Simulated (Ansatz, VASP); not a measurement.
CuO in VASP and in Ansatz

```xyz
4
Lattice="2.3415 -1.7102 0.0000 2.3415 1.7102 0.0000 -0.8640 0.0000 5.0511" Properties=species:S:1:pos:R:3 pbc="T T T"
O     2.1255   -0.2839    1.2628
O     1.6935    0.2839    3.7883
Cu    1.1707    0.8551    0.0000
Cu    0.7387   -0.8551    2.5256
```

Change from the starting cell: moments +- scaled by 1.4, plain SCF.

Alike in both runs: task single point; functional PBE; k mesh 7 × 7 × 4; occupations fermi-dirac, width 0.1 eV; collinear spin; Hubbard terms Cu d U = 4.0 eV.

|  | VASP | Ansatz |
| --- | --- | --- |
| version | VASP 6.6.1 | Ansatz 0.2.0 |
| potentials or method | VASP PAW PBE potentials, release 64 (O, Cu_sv_GW), cutoff 700 eV | PAW, plane waves, scalar-relativistic |
| valence electrons in the cell | 50 | 50 |

|  | VASP | Ansatz | Ansatz less VASP |
| --- | --- | --- | --- |
| pressure (GPa) | 3.7 | 7.9 | +4.22 |
| traceless stress, the component that is largest in VASP (GPa) | 0.67 | 0.69 | +0.020 |
| rms of the force components (eV/Å) | 0.008 | 0.019 | +0.0107 |
| net moment per atom (μB) | 0.00 | 0.00 | 0.000 |
| size of the moment on the site where the two differ most (μB) | 0.62 | 0.53 | -0.091 |

Site moments also hang on the region over which each program counts them. The programs project onto different local orbitals, so the same U acts differently, and such runs can settle in different states. Atom by atom the forces differ by 0.011 eV/Å (rms over components).
